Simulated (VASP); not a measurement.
Crystal: Ta2Sn.

```
Ta Sn
1.0
     4.63482    0.00000    0.00000
    -2.31741    4.01387    0.00000
     0.00000    0.00000    3.24153
Ta Sn
2 1
Direct
  0.33333 0.66667 0.42000
  0.66667 0.33333 0.58000
  0.00000 0.00000 0.00000
```

The cell was generated, and may not be a known phase.

```yaml
Program: VASP 6.6.1
Task: relaxation of cell and atoms
Functional: PBE
Potentials_or_basis: VASP PAW PBE potentials, release 64 (Ta_pv, Sn_d)
Cutoff: 600 eV
k_mesh: 6 × 6 × 6
Occupations: gaussian, width 0.1 eV
Spin: no spin polarisation
```

At the start: pressure -1.4 GPa; volume 20.10 Å³/atom.

Task: How do energy, volume and symmetry change on relaxing?

Result: Over 9 steps the energy falls by 207.8 meV/atom and the volume is 19.38 Å³/atom (-3.6 %); space group P-3m1 (No. 164, to 0.1 Å) before and after.

Step by step:
```tsv
step	energy change (eV)	largest force (eV/Å)	pressure (GPa)	volume (Å³)
1	0.0000	1.4518	-1.41	60.30
2	-0.4802	0.9363	-0.53	58.54
3	-0.5191	0.7864	1.28	57.79
4	-0.5199	0.7992	1.09	57.86
5	-0.5894	0.4656	-1.70	58.83
6	-0.6031	0.2154	-3.31	59.46
7	-0.6160	0.1013	1.83	57.56
8	-0.6218	0.0101	-0.10	58.22
9	-0.6234	0.0304	0.16	58.13
```

Final structure:
```
Ta Sn
1.0
     4.78627    0.00000    0.00000
    -2.39314    4.14504    0.00000
     0.00000    0.00000    2.92986
Ta Sn
2 1
Direct
  0.33333 0.66667 0.35301
  0.66667 0.33333 0.64699
  0.00000 0.00000 0.00000
```
